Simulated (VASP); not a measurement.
A run of VASP 6.6.1 is set up as follows.

File INCAR:

```
ALGO = Normal
EDIFF = 1E-6
ENCUT = 520
GGA = PE
ISIF = 2
ISMEAR = 0
LASPH = True
LCHARG = False
LREAL = False
LWAVE = False
NBANDS = 16
NELM = 80
PREC = Accurate
SIGMA = 0.1
```

Contents of KPOINTS:

```
k-points
0
Gamma
  14 14 14
```

POSCAR

```
K
1.0
   -2.2967646253      2.2967646253      8.2482215249
    2.2967646253     -2.2967646253      8.2482215249
    2.2967646253      2.2967646253     -8.2482215249
K
2
Direct
    0.2500000000      0.7500000000      0.5000000000
    0.5000000000      0.5000000000      0.0000000000
```

Potentials or basis: VASP PAW PBE potentials, release 64 (K_sv).

Command:

```bash
$ cat potpaw_PBE.64/K_sv/POTCAR > POTCAR
$ mpirun -np 1 vasp_std > vasp.out
```

**Question.** Estimate the band gap on the k mesh.

**Answer.** Zero (bands 9 and 10 overlap by 2.70 eV).

**Question.** Predict the pressure.

**Answer.** -0.3 GPa.

Caveat: the cell differs from its parent crystal (strained).
